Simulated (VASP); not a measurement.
Here is a VASP 6.6.1 calculation.

Contents of INCAR:

```
SYSTEM = Tb3Si2F
ALGO = Normal
EDIFF = 1E-7
ENCUT = 520
GGA = PE
ISIF = 2
ISMEAR = 0
LASPH = .TRUE.
LCHARG = .FALSE.
LREAL = .FALSE.
LWAVE = .FALSE.
NBANDS = 45
NELM = 80
PREC = Accurate
SIGMA = 0.1
```

Contents of KPOINTS:

```
k-points
0
G
  6 6 4
  0 0 0
```

Contents of POSCAR:

```
Tb3Si2F
1.0
    4.1000609400      0.0000000000      0.0000000000
   -2.0500304700      3.5507569300      0.0000000000
    0.0000000000      0.0000000000      5.2267820000
Tb Si F
3 2 1
Direct
    0.5000000000      0.0000000000      0.3235544000
    0.0000000000      0.5000000000      0.3235544000
    0.5000000000      0.5000000000      0.3235544000
    0.3333333300      0.6666666700      0.4313939800
    0.6666666700      0.3333333300      0.4313939800
    0.0000000000      0.0000000000      0.0106464100
```

Potentials or basis: VASP PAW PBE potentials, release 64 (Tb, Si, F).

Run with:

```console
$ cat potpaw_PBE.64/Tb/POTCAR potpaw_PBE.64/Si/POTCAR potpaw_PBE.64/F/POTCAR > POTCAR
$ mpirun -np 1 vasp_std > vasp.out
```

**Question.** Estimate the largest force.

**Answer.** 95.133 eV/Å.

**Question.** Predict the pressure.

**Answer.** 455.6 GPa.

**Question.** Estimate the band gap on the k mesh.

**Answer.** Zero (band 36 reaches 5.62 eV, above the bottom of band 37 at 5.16 eV).

Stress tensor (GPa, compression positive):
```
573.11   0.00   0.00
  0.00 573.11   0.00
  0.00   0.00 220.51
```

Caveat: spin-orbit coupling is left out, which moves the levels of the heavy elements; the run has no spin polarisation, though such a crystal can be magnetic; without U or exact exchange the open f shell lies at the Fermi level, which spoils levels, moments and volumes; forces of over 1 eV/Å act on the atoms, so gaps and moduli don't describe the material at rest. Spin polarisation is off, so any magnetic state and its effect on volume and gap are missing.
